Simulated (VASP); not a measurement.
# Zn in VASP: notebook, part 2 of 2

VASP 6.6.1.

## Step 3: Single point, LDA

The input, INCAR:

```
SYSTEM = Zn
PREC = Accurate ; ENCUT = 520
EDIFF = 1E-6 ; ISMEAR = -1
SIGMA = 0.1 ; LREAL = .FALSE.
LASPH = .TRUE. ; NELM = 100
ALGO = Normal ; ISIF = 2
LWAVE = .FALSE. ; LCHARG = .FALSE.
LDIPOL = .TRUE. ; IDIPOL = 3
DIPOL = 0.5 0.5 0.500 ; GGA = CA
NBANDS = 25
```

The input, KPOINTS:

```
Automatic mesh
0
G
  16 16 1
  0 0 0
```

The input, POSCAR:

```
Zn
1.0
    2.5745889077      0.0000000000      0.0000000000
   -1.2872944539      2.2296593984      0.0000000000
    0.0000000000      0.0000000000     15.6391000000
Zn
3
Direct
    0.0000000000      0.0000000000      0.3516827453
    0.3333333333      0.6666666667      0.4999999785
    0.0000000000      0.0000000000      0.6483172547
```

Potentials or basis: VASP PAW LDA potentials, release 64 (Zn).

Launch:

```sh
> cat potpaw_LDA.64/Zn/POTCAR > POTCAR
> mpirun -np 1 vasp_std > vasp.out
```

OUTCAR:

```text
SYSTEM = Zn
   PREC = Accurate
   ENCUT = 520
   EDIFF = 1E-6
   ISMEAR = -1
   LREAL = .FALSE.
   LASPH = .TRUE.
   NELM = 100
   ISIF = 2
   GGA = CA

 ion  position               nearest neighbor table
   1  0.000  0.000  0.352-   2 2.75   2 2.75   2 2.75
   2  0.333  0.667  0.500-   1 2.75   1 2.75   1 2.75   3 2.75   3 2.75   3 2.75
   3  0.000  0.000  0.648-   2 2.75   2 2.75   2 2.75

  LATTYP: Found a hexagonal cell.
 ALAT       =     2.5745889077
 C/A-ratio  =     6.0744066570

  Lattice vectors:

 A1 = (   2.5745889077,   0.0000000000,   0.0000000000)
 A2 = (  -1.2872944539,   2.2296593984,   0.0000000000)
 A3 = (   0.0000000000,   0.0000000000,  15.6391000000)

Analysis of symmetry for initial positions (statically):
=====================================================================
 Subroutine PRICEL returns:
 Original cell was already a primitive cell.

 Routine SETGRP: Setting up the symmetry group for a
 hexagonal supercell.

 Subroutine GETGRP returns: Found 12 space group operations
 (whereof 12 operations were pure point group operations)
 out of a pool of 24 trial point group operations.

The static configuration has the point symmetry D_3h.

Analysis of symmetry for dynamics (positions and initial velocities):
=====================================================================
 Subroutine PRICEL returns:
 Original cell was already a primitive cell.

 Routine SETGRP: Setting up the symmetry group for a
 hexagonal supercell.

 Subroutine GETGRP returns: Found 12 space group operations
 (whereof 12 operations were pure point group operations)
 out of a pool of 24 trial point group operations.

The dynamic configuration has the point symmetry D_3h.

 Subroutine INISYM returns: Found 12 space group operations
 (whereof 12 operations are pure point group operations),
 and found     1 'primitive' translations

[... 117 lines left out ...]
  volume/ion in A,a.u.               =      29.93       201.95
  Fermi-wavevector in a.u.,A,eV,Ry     =   1.207229  2.281332 19.829151  1.457401
  Thomas-Fermi vector in A             =   2.342873
   LORBIT       =      0    0 simple, 1 ext, 2 COOP (PROOUT), +10 PAW based schemes
   GGA     = CA    functional components
   LHFCALC =     F    Hartree Fock is set to
   AEXX    =    0.0000 exact exchange contribution
   IVDW    =     0    specifies the selected vdW correction
   LEPSILON=     F    determine dielectric tensor
   LRPA    =     F    only Hartree local field effects (RPA)
 non-spin polarized calculation
  energy-cutoff  :      520.00
  volume of cell :       89.78
 maximum number of plane-waves:      2436
 NGX is ok and might be reduce to    20
   NGX =  9   NGY =  9   NGZ = 59

 number of electron      36.0000011 magnetization

 dipolmoment           0.000000      0.000000      0.000001 electrons x Angstroem

 Free energy of the ion-electron system (eV)
  ---------------------------------------------------
  ext. energy  EPLUGINS =         0.00000000
  ---------------------------------------------------
  free energy    TOTEN  =        -5.25609055 eV

  energy without entropy =       -5.23381185  energy(sigma->0) =       -5.24495120

 E-fermi :  -0.9711     XC(G=0):  -6.7249

 val. band max:       -1.0528115658   @ k =   0.3750   0.1250   0.0000
 cond. band min:      -0.7526075109   @ k =   0.2500   0.0000   0.0000
 fundamental gap:      0.3002040549
 Fermi energy:        -0.9711138587

 k-point     1 :       0.0000    0.0000    0.0000
  band No.  band energies     occupation
      1     -11.5568      2.00000
      2     -10.1516      2.00000
      3      -9.8260      2.00000
      4      -8.9197      2.00000
      5      -8.7823      2.00000
      6      -8.7823      2.00000
[... 661 lines left out ...]
     24       7.1766      0.00000
     25       7.8580      0.00000

 [... further k-points ...]

------------------------ aborting loop because EDIFF is reached ----------------------------------------

 vacuum level on the upper side and lower side of the slab       (xc-potential included)        -0.221        -0.221

  FORCE on cell =-STRESS in cart. coord.  units (eV):
  Direction    XX          YY          ZZ          XY          YZ          ZX
  --------------------------------------------------------------------------------------
  -------------------------------------------------------------------------------------
  Total       -1.0225107     -1.0225107      0.1086008      0.0000000     -0.0000000      0.0000000
  in kB      -18.2482093    -18.2482093      1.9381421      0.0000000     -0.0000000      0.0000000
  external PRESSURE =     -11.5194255 kB  Pullay stress =       0.0000000 kB

 VOLUME and BASIS-vectors are now :
 -----------------------------------------------------------------------------
  energy-cutoff  :      520.00
  volume of cell :       89.78
      direct lattice vectors                 reciprocal lattice vectors
     2.574588908  0.000000000  0.000000000     0.388411523  0.224249498  0.000000000
    -1.287294454  2.229659398  0.000000000     0.000000000  0.448498995  0.000000000
     0.000000000  0.000000000 15.639100000     0.000000000  0.000000000  0.063942298

 POSITION                                       TOTAL-FORCE (eV/Angst)
 -----------------------------------------------------------------------------------
      0.00000      0.00000      5.50000        -0.000000     -0.000000     -0.023308
     -0.00000      1.48644      7.81955        -0.000000     -0.000000      0.000000
      0.00000      0.00000     10.13910         0.000000      0.000000      0.023308
 -----------------------------------------------------------------------------------
    total drift:                                0.000000     -0.000000      0.000264

  FREE ENERGIE OF THE ION-ELECTRON SYSTEM (eV)
  ---------------------------------------------------
  free  energy   TOTEN  =        -5.2560905459 eV

  energy  without entropy=       -5.2338118473  energy(sigma->0) =       -5.24495120

 vacuum level on the upper side and lower side of the slab         3.477         3.477
```

OSZICAR:

```text
N       E                     dE             d eps       ncg     rms          rms(c)
DAV:   1     0.208669985678E+03    0.20867E+03   -0.18248E+04  1500   0.183E+03
DAV:   2     0.981636257375E+01   -0.19885E+03   -0.19457E+03  1581   0.354E+02
DAV:   3    -0.551878741594E+01   -0.15335E+02   -0.15274E+02  1686   0.114E+02
[... 11 lines left out ...]
DAV:  15    -0.525606771411E+01   -0.85172E-05   -0.13152E-06  1099   0.496E-02    0.335E-03
DAV:  16    -0.525608466769E+01   -0.16954E-04   -0.11712E-06  1072   0.193E-02    0.135E-03
DAV:  17    -0.525608913248E+01   -0.44648E-05   -0.50849E-07  1100   0.280E-02    0.830E-04
DAV:  18    -0.525609029483E+01   -0.11623E-05   -0.15567E-07  1077   0.141E-02    0.600E-04
DAV:  19    -0.525609054588E+01   -0.25105E-06   -0.46150E-08  1069   0.381E-03
   1 F= -.52560905E+01 E0= -.52449512E+01  d E =-.222787E-01
```

stdout:

```text
POSCAR found type information on POSCAR Zn
 POSCAR found :  1 types and       3 ions
 scaLAPACK will be used
 LDA part: xc-table for (Slater(with rela. corr.)+CA(PZ))
 , standard interpolation
 POSCAR, INCAR and KPOINTS ok, starting setup
 FFT: planning ... GRIDC
 FFT: planning ... GRID_SOFT
 FFT: planning ... GRID
 WAVECAR not read
 entering main loop
```

Wall time 38 s (1 thread of Intel Xeon 6975P-C (Granite Rapids), shared host); peak memory 0.2 GiB.

What came out:

```
Free energy            : -5.2561 eV
Largest force          : 0.023 eV/Å
Band gap on the k mesh : zero (bands 18 and 19 overlap by 3.46 eV)
```

Forces on the atoms (eV/Å):
```
Zn   0.000  0.000 -0.023
Zn   0.000  0.000  0.000
Zn   0.000  0.000  0.023
```

Levels at points of the mesh, in eV from the Fermi level:
```
           k point  band 14  band 15  band 16  band 17  band 18  band 19  band 20  band 21  band 22  band 23
(0.00, 0.00, 0.00)    -6.98    -6.98    -6.95    -6.95    -4.84    -2.18     2.02     4.36     4.63     7.80
(0.50, 0.00, 0.00)    -6.65    -6.65    -2.52    -1.66    -1.32     0.98     2.14     3.01     5.35     7.34
```
